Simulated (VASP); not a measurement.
# Li2O in VASP: further runs

The runs below take Li2O through single point, relaxation of cell and atoms, with PBE.

All numbers are computed with VASP 6.6.1; they aren't measurements. Logs are shortened: lines on timing, memory, paths and dates and some standing lists are left out, and cuts for length are marked.

### Step 1. The cell of the first run

The typed cell holds 3 atoms: a = 3.268 Å, b = 3.268 Å, c = 3.268 Å, α = 60.08°, β = 60.08°, γ = 60.08°.

The cell was built from a structure type or drawn by symmetry, and may not be a known phase.

### Step 2. Single point, PBE

INCAR reads:

```
ALGO = Normal ; EDIFF = 1E-6
ENCUT = 750 ; GGA = PE
GGA_COMPAT = False ; ISIF = 2
ISMEAR = 0 ; LASPH = True
LCHARG = False ; LREAL = False
LWAVE = False ; NBANDS = 13
NELM = 120 ; PREC = Accurate
SIGMA = 0.15
```

KPOINTS reads:

```
k-points
0
Gamma
  6 6 6
```

POSCAR reads:

```
Li2O
1.0
    1.6358610156      0.9444647977      2.6664517198
   -1.6358610156      0.9444647977      2.6664517198
    0.0000000000     -1.8889295954      2.6664517198
Li O
2 1
Direct
    0.2500071491      0.2500071491      0.2500071491
    0.7499928509      0.7499928509      0.7499928509
    0.0000000000      0.0000000000      0.0000000000
```

Potentials or basis: VASP PAW PBE potentials, release 64 (Li_sv, O).

On the command line:

```console
$ cat potpaw_PBE.64/Li_sv/POTCAR potpaw_PBE.64/O/POTCAR > POTCAR
$ mpirun -np 1 vasp_std > vasp.out
```

OUTCAR:

```text
EDIFF = 1E-6
   ENCUT = 750
   GGA = PE
   ISIF = 2
   ISMEAR = 0
   LASPH = True
   LREAL = False
   NELM = 120
   PREC = Accurate

 ion  position               nearest neighbor table
   1  0.250  0.250  0.250-   3 2.00   3 2.00   3 2.00   3 2.00   2 2.31   2 2.31   2 2.31   2 2.31
                             2 2.31   2 2.31
   2  0.750  0.750  0.750-   3 2.00   3 2.00   3 2.00   3 2.00   1 2.31   1 2.31   1 2.31   1 2.31
                             1 2.31   1 2.31
   3  0.000  0.000  0.000-   1 2.00   2 2.00   2 2.00   1 2.00   2 2.00   2 2.00   1 2.00   1 2.00

  LATTYP: Found a trigonal (rhomboedric) cell.
 ALAT       =     3.2677239465
 COS(alpha) =     0.4987757440

  Lattice vectors:

 A1 = (   1.6358610156,   0.9444647977,   2.6664517198)
 A2 = (  -1.6358610156,   0.9444647977,   2.6664517198)
 A3 = (   0.0000000000,  -1.8889295954,   2.6664517198)

Analysis of symmetry for initial positions (statically):
=====================================================================
 Subroutine PRICEL returns:
 Original cell was already a primitive cell.

 Routine SETGRP: Setting up the symmetry group for a
 trigonal (rhombohedral) supercell.

 Subroutine GETGRP returns: Found 12 space group operations
 (whereof 12 operations were pure point group operations)
 out of a pool of 12 trial point group operations.

The static configuration has the point symmetry D_3d.

Analysis of symmetry for dynamics (positions and initial velocities):
=====================================================================
 Subroutine PRICEL returns:
 Original cell was already a primitive cell.

 Routine SETGRP: Setting up the symmetry group for a
 trigonal (rhombohedral) supercell.

 Subroutine GETGRP returns: Found 12 space group operations
 (whereof 12 operations were pure point group operations)
 out of a pool of 12 trial point group operations.

The dynamic configuration has the point symmetry D_3d.

 Subroutine INISYM returns: Found 12 space group operations
 (whereof 12 operations are pure point group operations),
 and found     1 'primitive' translations

----------------------------------------------------------------------------------------

                                     Primitive cell

  volume of cell :      24.7182

  direct lattice vectors                    reciprocal lattice vectors
     1.635861016  0.944464798  2.666451720     0.305649438  0.176466785  0.125010076
    -1.635861016  0.944464798  2.666451720    -0.305649438  0.176466785  0.125010076
     0.000000000 -1.888929595  2.666451720     0.000000000 -0.352933571  0.125010076

  length of vectors
     3.267723946  3.267723946  3.267723946     0.374419049  0.374419049  0.374419049

  position of ions in fractional coordinates (direct lattice)
     0.250007149  0.250007149  0.250007149
     0.749992851  0.749992851  0.749992851
     0.000000000  0.000000000  0.000000000

  ion indices of the primitive-cell ions
   primitive index   ion index
                 1           1
                 2           2
                 3           3

----------------------------------------------------------------------------------------

 KPOINTS: k-points

Automatic generation of k-mesh.
 Grid dimensions read from file:
 generate k-points for:    6    6    6

 Generating k-lattice:

  Cartesian coordinates                     Fractional coordinates (reciprocal lattice)
     0.050941573  0.029411131  0.020835013     0.166666667  0.000000000  0.000000000
    -0.050941573  0.029411131  0.020835013     0.000000000  0.166666667  0.000000000
     0.000000000 -0.058822262  0.020835013     0.000000000  0.000000000  0.166666667

  Length of vectors
     0.062403175  0.062403175  0.062403175

  Shift w.r.t. Gamma in fractional coordinates (k-lattice)
     0.000000000  0.000000000  0.000000000

 Subroutine IBZKPT returns following result:
 ===========================================

 Found     32 irreducible k-points:

 Following reciprocal coordinates:
            Coordinates               Weight
  0.000000  0.000000  0.000000      1.000000
  0.166667  0.000000  0.000000      6.000000
  0.333333  0.000000  0.000000      6.000000
  0.500000  0.000000  0.000000      3.000000
  0.166667  0.166667  0.000000      6.000000
  0.333333  0.166667  0.000000     12.000000
[... 16 lines left out ...]
  0.500000  0.500000  0.166667      6.000000
 -0.333333  0.500000  0.166667     12.000000
 [... further k-points ...]
   k-points           NKPTS =     32   k-points in BZ     NKDIM =     32   number of bands    NBANDS=     13
   number of dos      NEDOS =    301   number of ions     NIONS =      3
   total plane-waves  NPLWV =  27000
   dimension x,y,z NGX =    30 NGY =   30 NGZ =   30
   dimension x,y,z NGXF=    60 NGYF=   60 NGZF=   60
   ions per type =               2   1
   NGX,Y,Z   is equivalent  to a cutoff of  15.26, 15.26, 15.26 a.u.
   NGXF,Y,Z  is equivalent  to a cutoff of  30.53, 30.53, 30.53 a.u.
 SYSTEM =  unknown system
   PREC   = accura    normal or accurate (medium, high low for compatibility)
   ISTART =      0    job   : 0-new  1-cont  2-samecut
   ICHARG =      2    charge: 1-file 2-atom 10-const
   ISPIN  =      1    spin polarized calculation?
   LNONCOLLINEAR =      F non collinear calculations
   LSORBIT =      F    spin-orbit coupling
   LASPH  =      T    aspherical Exc in radial PAW
   ENCUT  =  750.0 eV  55.12 Ry    7.42 a.u.   7.30  7.30  7.30*2*pi/ulx,y,z
   NELM   =    120;   NELMIN=  2; NELMDL= -5     # of ELM steps
   EDIFF  = 0.1E-05   stopping-criterion for ELM
   LREAL  =      F    real-space projection
   EDIFFG = 0.1E-04   stopping-criterion for IOM
   NSW    =      0    number of steps for IOM
   IBRION =     -1    ionic relax: 0-MD 1-quasi-New 2-CG
   NFREE  =      0    steps in history (QN), initial steepest desc. (CG)
   ISIF   =      2    stress and relaxation
   ISYM   =      2    0-nonsym 1-usesym 2-fastsym
   POTIM  = 0.5000    time-step for ionic-motion
   TEBEG  =    0.0;   TEEND  =   0.0 temperature during run
   PSTRESS=    0.0 pullay stress
   NELECT =      12.0000    total number of electrons
   NUPDOWN=      -1.0000    fix difference up-down
   EMIN   =  10.00;   EMAX   =-10.00  energy-range for DOS
   EFERMI =   0.00;   METHOD = LEGACY
   ISMEAR =     0;   SIGMA  =   0.15  broadening in eV -4-tet -1-fermi 0-gaus
   EFERMI_NEDOS =   21; number of points for ismear=-14 and -15
   IALGO  =     38    algorithm
   IMIX   =      4    mixing-type and parameters
     AMIX     =   0.40;   BMIX     =  1.00
     AMIX_MAG =   1.60;   BMIX_MAG =  1.00
  volume/ion in A,a.u.               =       8.24        55.60
  Fermi-wavevector in a.u.,A,eV,Ry     =   1.286657  2.431430 22.524265  1.655487
  Thomas-Fermi vector in A             =   2.418718
   LORBIT       =      0    0 simple, 1 ext, 2 COOP (PROOUT), +10 PAW based schemes
   GGA     = PE    functional components
   LHFCALC =     F    Hartree Fock is set to
   AEXX    =    0.0000 exact exchange contribution
   IVDW    =     0    specifies the selected vdW correction
   LEPSILON=     F    determine dielectric tensor
   LRPA    =     F    only Hartree local field effects (RPA)
 non-spin polarized calculation
 Gauss-broadening in eV      SIGMA  =   0.15
  energy-cutoff  :      750.00
  volume of cell :       24.72
 maximum number of plane-waves:      1167
 NGX is ok and might be reduce to    30
   NGX = 15   NGY = 15   NGZ = 15

 number of electron      12.0000000 magnetization

 Free energy of the ion-electron system (eV)
  ---------------------------------------------------
  ext. energy  EPLUGINS =         0.00000000
  ---------------------------------------------------
  free energy    TOTEN  =       -14.35603555 eV

  energy without entropy =      -14.35603555  energy(sigma->0) =      -14.35603555

 E-fermi :   2.1206     XC(G=0):  -9.7399

 val. band max:        1.3211513197   @ k =   0.0000   0.0000   0.0000
 cond. band min:       6.2912401404   @ k =   0.5000   0.5000   0.0000
 fundamental gap:      4.9700888206
 Fermi energy:         2.1205650045

 k-point     1 :       0.0000    0.0000    0.0000
  band No.  band energies     occupation
      1     -41.6705      2.00000
      2     -41.3440      2.00000
      3     -14.1256      2.00000
      4       1.3167      2.00000
      5       1.3167      2.00000
      6       1.3212      2.00000
      7       6.5629      0.00000
      8      13.2257      0.00000
      9      13.2257      0.00000
     10      13.2649      0.00000
     11      20.2848      0.00000
     12      20.2848      0.00000
     13      20.2947      0.00000

 k-point     2 :       0.1667    0.0000    0.0000
  band No.  band energies     occupation
      1     -41.6453      2.00000
      2     -41.3629      2.00000
      3     -14.0734      2.00000
      4       0.4793      2.00000
      5       1.1965      2.00000
      6       1.1996      2.00000
      7       7.2691      0.00000
      8      13.2204      0.00000
      9      13.5609      0.00000
     10      13.5923      0.00000
     11      18.4958      0.00000
     12      18.5111      0.00000
     13      21.1550      0.00000

 k-point     3 :       0.3333    0.0000    0.0000
  band No.  band energies     occupation
      1     -41.5790      2.00000
      2     -41.4164      2.00000
      3     -13.9607      2.00000
      4      -0.8656      2.00000
      5       0.9768      2.00000
      6       0.9784      2.00000
      7       8.8330      0.00000
      8      12.5301      0.00000
      9      13.6151      0.00000
     10      13.6352      0.00000
     11      18.3160      0.00000
     12      18.3479      0.00000
     13      23.0023      0.00000
[... 305 lines left out ...]
 k-point    23 :       0.5000    0.5000    0.1667
  band No.  band energies     occupation
      1     -41.5369      2.00000
      2     -41.4445      2.00000
      3     -13.8631      2.00000
      4      -0.5554      2.00000
      5       0.0303      2.00000
      6       0.1485      2.00000
      7       7.2784      0.00000
      8      13.6313      0.00000
      9      14.5213      0.00000
     10      15.6433      0.00000
     11      17.1891      0.00000
     12      22.4218      0.00000
     13      22.5601      0.00000

 k-point    24 :      -0.3333    0.5000    0.1667
  band No.  band energies     occupation
      1     -41.5162      2.00000
      2     -41.4630      2.00000
      3     -13.8430      2.00000
      4      -0.3948      2.00000
      5      -0.2233      2.00000
      6      -0.1115      2.00000
      7       7.7442      0.00000
      8      12.6329      0.00000
      9      15.1012      0.00000
     10      15.6807      0.00000
     11      18.1028      0.00000
     12      21.2620      0.00000
     13      23.2633      0.00000

 [... further k-points ...]
[... 5 lines left out ...]
  --------------------------------------------------------------------------------------
  -------------------------------------------------------------------------------------
  Total       -0.0467851     -0.0467851     -0.0144210      0.0000000      0.0000000      0.0000000
  in kB       -3.0324997     -3.0324997     -0.9347327      0.0000000      0.0000000      0.0000000
  external PRESSURE =      -2.3332441 kB  Pullay stress =       0.0000000 kB

 VOLUME and BASIS-vectors are now :
 -----------------------------------------------------------------------------
  energy-cutoff  :      750.00
  volume of cell :       24.72
      direct lattice vectors                 reciprocal lattice vectors
     1.635861016  0.944464798  2.666451720     0.305649438  0.176466785  0.125010076
    -1.635861016  0.944464798  2.666451720    -0.305649438  0.176466785  0.125010076
     0.000000000 -1.888929595  2.666451720     0.000000000 -0.352933571  0.125010076

 POSITION                                       TOTAL-FORCE (eV/Angst)
 -----------------------------------------------------------------------------------
      0.00000      0.00000      1.99990         0.000000      0.000000     -0.000008
      0.00000      0.00000      5.99946         0.000000     -0.000000      0.000008
      0.00000      0.00000      0.00000         0.000000      0.000000      0.000000
 -----------------------------------------------------------------------------------
    total drift:                               -0.000000     -0.000000      0.000000

  FREE ENERGIE OF THE ION-ELECTRON SYSTEM (eV)
  ---------------------------------------------------
  free  energy   TOTEN  =       -14.3560355474 eV

  energy  without entropy=      -14.3560355474  energy(sigma->0) =      -14.35603555
```

Wall time 24 s (1 thread of Intel Xeon 8259CL, shared host); peak memory 0.16 GiB.

Results:

| Item | Value |
| --- | --- |
| Free energy | -14.3560 eV |
| Pressure | -0.2 GPa |
| Band gap on the k mesh | 4.97 eV (least direct gap 5.24 eV) |

### Step 3. Single point, PBE (9.07 Å³/atom)

This run uses another cell than the first one, of 9.07 Å³/atom.

INCAR reads:

```
SYSTEM = Li2O
ALGO = Normal
EDIFF = 1E-6
ENCUT = 750
GGA = PE
GGA_COMPAT = .FALSE.
ISIF = 2
ISMEAR = 0
LASPH = .TRUE.
LCHARG = .TRUE.
LELF = .TRUE.
LREAL = .FALSE.
LVHAR = .TRUE.
LWAVE = .FALSE.
NBANDS = 13
NELM = 120
PREC = Accurate
SIGMA = 0.02
```

KPOINTS reads:

```
k-points
0
G
  8 8 8
  0 0 0
```

POSCAR reads:

```
Li2O
1.0
    0.0000000000      2.3876747102      2.3876747102
    2.3876747102      0.0000000000      2.3876747102
    2.3876747102      2.3876747102      0.0000000000
Li O
2 1
Direct
    0.7500000000      0.7500000000      0.7500000000
    0.2500000000      0.2500000000      0.2500000000
    0.0000000000      0.0000000000      0.0000000000
```

Potentials or basis: VASP PAW PBE potentials, release 64 (Li_sv, O).

On the command line:

```console
$ cat potpaw_PBE.64/Li_sv/POTCAR potpaw_PBE.64/O/POTCAR > POTCAR
$ mpirun -np 1 vasp_std > vasp.out
```

It took 32 s on 1 thread of Intel Xeon 8259CL, shared host; peak memory 0.16 GiB.

Results (log left out):

```
Free energy            : -14.3039 eV
Pressure               : -6.7 GPa
Band gap on the k mesh : 4.57 eV
```

Levels at points of the mesh, in eV from the valence-band top:
```csv
k point,band 3,band 4,band 5,band 6,band 7,band 8,band 9,band 10
"(0.00, 0.00, 0.00)",-15.29,0.00,0.00,0.00,4.57,11.37,11.37,11.37
"(0.50, 0.00, 0.00)",-15.08,-2.54,-0.39,-0.39,8.57,8.87,11.51,11.51
"(0.50, 0.50, 0.00)",-15.03,-1.52,-1.23,-1.23,4.78,12.62,12.62,13.46
```

Caveat: the cell stands under tension.

### Step 4. Relaxation of cell and atoms, PBE

This run uses another cell than the first one, of 11.06 Å³/atom.

INCAR reads:

```
SYSTEM = Li2O
  PREC = Accurate
  ENCUT = 750
  EDIFF = 1E-7
  ISMEAR = 0
  SIGMA = 0.15
  LREAL = .FALSE.
  LASPH = .TRUE.
  NELM = 120
  ALGO = Normal
  ISIF = 3
  LWAVE = .FALSE.
  LCHARG = .FALSE.
  GGA = PE
  IBRION = 2
  NSW = 36
  EDIFFG = -0.08
  GGA_COMPAT = .FALSE.
  NELMIN = 4
```

KPOINTS reads:

```
regular mesh
0
G
  5 5 5
  0 0 0
```

POSCAR reads:

```
Li2O
1.0
    0.0000000000      2.5501001500      2.5501001500
    2.5501001500      0.0000000000      2.5501001500
    2.5501001500      2.5501001500      0.0000000000
Li O
2 1
Direct
    0.2500000000      0.2500000000      0.2500000000
    0.7500000000      0.7500000000      0.7500000000
    0.0000000000      0.0000000000      0.0000000000
```

On the command line:

```console
$ cat potpaw_PBE.64/Li_sv/POTCAR potpaw_PBE.64/O/POTCAR > POTCAR
$ mpirun -np 1 vasp_std > vasp.out
```

Wall time 36 s (1 thread of Intel Xeon 8259CL, shared host); peak memory 0.17 GiB.

Results (log left out):

```
Free energy                           : -14.3633 eV
Relaxed volume                        : 8.20 Å³/atom
Relaxed cell                          : a = 3.265 Å, b = 3.265 Å, c = 3.265 Å, α = 60.00°, β = 60.00°, γ = 60.00°
Space group after relaxing (to 0.1 Å) : Fm-3m (No. 225)
Energy gained by relaxing             : 149.2 meV/atom
Ionic steps                           : 4
Pressure after relaxing               : 0.5 GPa
Band gap on the k mesh                : 5.28 eV
```

The path:
| step | energy change (eV) | largest force (eV/Å) | pressure (GPa) | volume (Å³) |
| --- | --- | --- | --- | --- |
| 1 | 0.0000 | 0.0000 | -13.51 | 33.17 |
| 2 | -0.3123 | 0.0000 | -9.29 | 28.89 |
| 3 | -0.4410 | 0.0000 | -2.52 | 25.59 |
| 4 | -0.4475 | 0.0000 | 0.53 | 24.60 |

Final structure:
```cif
data_structure
_symmetry_space_group_name_H-M 'P 1'
_symmetry_Int_Tables_number 1
_cell_length_a 3.2647
_cell_length_b 3.2647
_cell_length_c 3.2647
_cell_angle_alpha 60.000
_cell_angle_beta 60.000
_cell_angle_gamma 60.000
_cell_volume 24.60
loop_
_atom_site_label
_atom_site_type_symbol
_atom_site_fract_x
_atom_site_fract_y
_atom_site_fract_z
_atom_site_occupancy
Li1 Li 0.25000 0.25000 0.25000 1
Li2 Li 0.75000 0.75000 0.75000 1
O1 O 0.00000 0.00000 0.00000 1
```

Levels at points of the mesh, in eV from the valence-band top:
```tsv
k point	band 2	band 3	band 4	band 5	band 6	band 7	band 8	band 9	band 10
(0.00, 0.00, 0.00)	-42.64	-15.45	0.00	0.00	0.00	5.28	11.95	11.95	11.95
```

Caveat: the k points lie up to 0.47 Å⁻¹ apart in the final cell; the volume moved by over 15 % at a fixed basis, so the end points are rough; an odd mesh through Γ misses points on the zone boundary, where band edges can lie.

### Step 5. Single point, PBE

INCAR reads:

```
SYSTEM = Li2O
ALGO     = Normal         ! electronic algorithm
EDIFF    = 1E-6           ! SCF threshold, eV
ENCUT    = 750            ! plane-wave cutoff, eV
GGA      = PE             ! functional
GGA_COMPAT= .False.      
ISIF     = 2              ! what is computed and relaxed
ISMEAR   = 0              ! smearing method
LASPH    = .True.         ! aspherical terms in the spheres
LCHARG   = .True.         ! write CHGCAR
LELF     = .True.         ! ELF
LREAL    = .False.        ! projectors in reciprocal space
LVHAR    = .True.       
LWAVE    = .False.        ! write WAVECAR
NBANDS   = 13             ! bands
NELM     = 120            ! most SCF steps
PREC     = Accurate       ! precision mode
SIGMA    = 0.1            ! smearing width, eV
```

KPOINTS reads:

```
k-points
0
Gamma
  6 6 6
  0 0 0
```

POSCAR reads:

```
Li2O
1.0
    2.8275704102     -1.6328761854      0.0340843071
    2.8275704102      1.6328761854      0.0340843071
   -1.9198177106      0.0000000000      2.6573612228
Li O
2 1
Direct
    0.7499907522      0.7499907522      0.2499562197
    0.2500092478      0.2500092478      0.7500437803
    0.0000000000      0.0000000000      0.0000000000
```

On the command line:

```console
$ cat potpaw_PBE.64/Li_sv/POTCAR potpaw_PBE.64/O/POTCAR > POTCAR
$ mpirun -np 1 vasp_std > vasp.out
```

Wall time 43 s (1 thread of Intel Xeon 8259CL, shared host); peak memory 0.18 GiB.

Results (log left out):

| Quantity | Value |
| --- | --- |
| Free energy | -14.3559 eV |
| Pressure | -0.3 GPa |
| Band gap on the k mesh | 4.96 eV (least direct gap 5.23 eV) |

Stress tensor (GPa, compression positive):
```
-0.12  0.00  0.08
 0.00 -0.17  0.00
 0.08  0.00 -0.73
```

Levels at points of the mesh, in eV from the valence-band top:
| k point | band 4 | band 5 | band 6 | band 7 | band 8 | band 9 |
| --- | --- | --- | --- | --- | --- | --- |
| (0.00, 0.00, 0.00) | -0.01 | 0.00 | 0.00 | 5.23 | 11.83 | 11.94 |
| (0.50, 0.00, 0.00) | -2.76 | -0.45 | -0.45 | 9.19 | 9.76 | 11.99 |
| (0.50, 0.50, 0.00) | -1.60 | -1.39 | -1.37 | 4.96 | 13.46 | 13.52 |
| (0.00, 0.00, 0.50) | -2.77 | -0.44 | -0.43 | 9.16 | 9.76 | 12.08 |
| (0.50, 0.00, 0.50) | -1.60 | -1.39 | -1.37 | 4.97 | 13.47 | 13.52 |
| (0.50, 0.50, 0.50) | -2.76 | -0.45 | -0.45 | 9.18 | 9.76 | 12.00 |

### Step 6. The runs side by side

```csv
task,cell,k mesh,smearing,gap on the mesh (eV),pressure (GPa)
single point,"a = 3.268 Å, angles 60.1°, 3 atoms, atomic positions A",6 × 6 × 6,gaussian 0.15 eV,4.97,-0.2
single point,"a = 3.377 Å, angles 60.0°, 3 atoms, atomic positions A",8 × 8 × 8,gaussian 0.02 eV,4.57,-6.7
relaxation of cell and atoms,"relaxed from a = 3.606 Å, angles 60.0°, 3 atoms, atomic positions A",5 × 5 × 5,gaussian 0.15 eV,5.28,0.5
single point,"a = 3.265, b = 3.265, c = 3.278 Å, angles 119.9, 119.9, 60.0°, 3 atoms, atomic positions B",6 × 6 × 6,gaussian 0.1 eV,4.96,-0.3
```

Alike in all rows: level PBE; potentials or basis VASP PAW PBE potentials, release 64 (Li_sv, O); no spin polarisation; cutoff (eV) 750.

Caveats: some runs use coarse meshes; the cell stands under tension (at least some runs); the volume moved by over 15 % at a fixed basis, so the end points are rough (at least some runs); an odd mesh through Γ misses points on the zone boundary, where band edges can lie (at least some runs).

Total energies depend on the potentials used, so only differences within one code and one set of settings carry meaning.
